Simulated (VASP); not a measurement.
A run of VASP 6.6.1:

INCAR

```
SYSTEM = TaTc
ALGO = Normal
EDIFF = 1E-7
ENCUT = 520
GGA = PS
ISIF = 2
ISMEAR = -1
LASPH = .TRUE.
LCHARG = .FALSE.
LREAL = .FALSE.
LWAVE = .FALSE.
NBANDS = 19
NELM = 100
PREC = Accurate
SIGMA = 0.1
```

Contents of KPOINTS:

```
k-points
0
G
  9 9 9
  0 0 0
```

The input POSCAR:

```
TaTc
1.0
    3.1720000000      0.0000000000      0.0000000000
    0.0000000000      3.1720000000      0.0000000000
    0.0000000000      0.0000000000      3.1720000000
Ta Tc
1 1
Direct
    0.0000000000      0.0000000000      0.0000000000
    0.5000000000      0.5000000000      0.5000000000
```

Potentials or basis: VASP PAW PBE potentials, release 64 (Ta_pv, Tc_pv).

Launch:

```sh
$ cat potpaw_PBE.64/Ta_pv/POTCAR potpaw_PBE.64/Tc_pv/POTCAR > POTCAR
$ mpirun -np 1 vasp_std > vasp.out
```

Hardware: 1 thread of Intel(R) Xeon(R) 6975P-C (Granite Rapids), with other jobs on the host.

Problem. Estimate the wall time of this run.

Solution. It took 8.5 s on 1 thread of Intel(R) Xeon(R) 6975P-C (Granite Rapids), on a shared host, peak memory 0.15 GiB. Counts: scf iterations 14, k points 35.
